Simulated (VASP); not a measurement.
KP3:

```
K P
1.0
     3.84020    2.21714    3.60671
    -3.84020    2.21714    3.60671
     0.00000   -4.43428    3.60671
K P
2 6
Direct
  0.26900 0.26900 0.26900
  0.73100 0.73100 0.73100
  0.79700 0.25200 0.79700
  0.79700 0.79700 0.25200
  0.25200 0.79700 0.79700
  0.20300 0.74800 0.20300
  0.74800 0.20300 0.20300
  0.20300 0.20300 0.74800
```

| Property | Result |
| --- | --- |
| Program | VASP 6.6.1 |
| Task | relaxation of cell and atoms |
| Functional | PBE |
| Potentials or basis | VASP PAW PBE potentials, release 64 (K_sv, P) |
| Cutoff | 600 eV |
| k mesh | 3 × 3 × 3 |
| Occupations | gaussian, width 0.1 eV |
| Spin | no spin polarisation |

At the start: pressure 4.6 GPa; volume 23.03 Å³/atom.

Question: How do energy, volume and symmetry change on relaxing?

Answer: Over 30 steps the energy falls by 528.7 meV/atom and the volume is 34.07 Å³/atom (+47.9 %); space group R-3m (No. 166, to 0.1 Å) before and after.

The path:
| step | energy change (eV) | largest force (eV/Å) | pressure (GPa) | volume (Å³) |
| --- | --- | --- | --- | --- |
| 1 | 0.0000 | 2.2481 | 4.55 | 184.25 |
| 2 | -1.6293 | 1.4081 | 1.81 | 202.26 |
| 3 | -2.5251 | 0.7415 | 1.17 | 223.67 |
| 4 | -2.8975 | 1.5933 | 3.67 | 270.90 |
| 5 | -3.5274 | 1.1376 | -1.51 | 324.33 |
| 6 | -3.5728 | 0.9396 | -0.70 | 312.65 |
| 7 | -3.8530 | 0.6183 | -0.40 | 318.00 |
| 8 | -3.9522 | 0.3564 | 0.05 | 323.02 |
| 9 | -3.9916 | 0.2721 | -0.33 | 323.77 |
| 10 | -4.0265 | 0.3169 | -1.14 | 325.55 |
| 11 | -4.0426 | 0.2323 | -1.06 | 323.96 |
| 12 | -4.0780 | 0.0811 | -0.76 | 319.22 |
| 13 | -4.0875 | 0.6238 | -0.06 | 309.78 |
| 14 | -4.0938 | 0.3910 | -0.36 | 313.59 |
| 15 | -4.1130 | 0.3572 | -0.35 | 310.68 |
| 16 | -4.1595 | 0.2624 | -0.30 | 302.00 |
| 17 | -4.1934 | 0.1513 | -0.07 | 284.86 |
| 18 | -4.1941 | 0.1561 | -0.10 | 287.00 |
| 19 | -4.2040 | 0.1102 | -0.27 | 285.28 |
| 20 | -4.2115 | 0.2084 | -0.62 | 281.41 |
| 21 | -4.2158 | 0.1781 | -0.54 | 279.86 |
| 22 | -4.2234 | 0.1078 | -0.28 | 275.25 |
| 23 | -4.2243 | 0.1002 | -0.16 | 273.06 |
| 24 | -4.2256 | 0.0809 | -0.10 | 272.91 |
| 25 | -4.2274 | 0.0647 | 0.05 | 272.45 |
| 26 | -4.2275 | 0.0648 | 0.08 | 272.37 |
| 27 | -4.2281 | 0.0569 | 0.02 | 272.58 |
| 28 | -4.2283 | 0.0520 | -0.03 | 272.74 |
| 29 | -4.2286 | 0.0468 | -0.02 | 272.70 |
| 30 | -4.2293 | 0.0311 | 0.02 | 272.58 |

Final structure:
```
K P
1.0
     4.07213    2.35104    4.74532
    -4.07213    2.35104    4.74532
     0.00000   -4.70209    4.74532
K P
2 6
Direct
  0.25916 0.25916 0.25916
  0.74084 0.74084 0.74084
  0.83123 0.19432 0.83123
  0.83123 0.83123 0.19432
  0.19432 0.83123 0.83123
  0.16877 0.80568 0.16877
  0.80568 0.16877 0.16877
  0.16877 0.16877 0.80568
```

Caveat: the volume moved by over 15 % at a fixed basis, so the end points are rough.
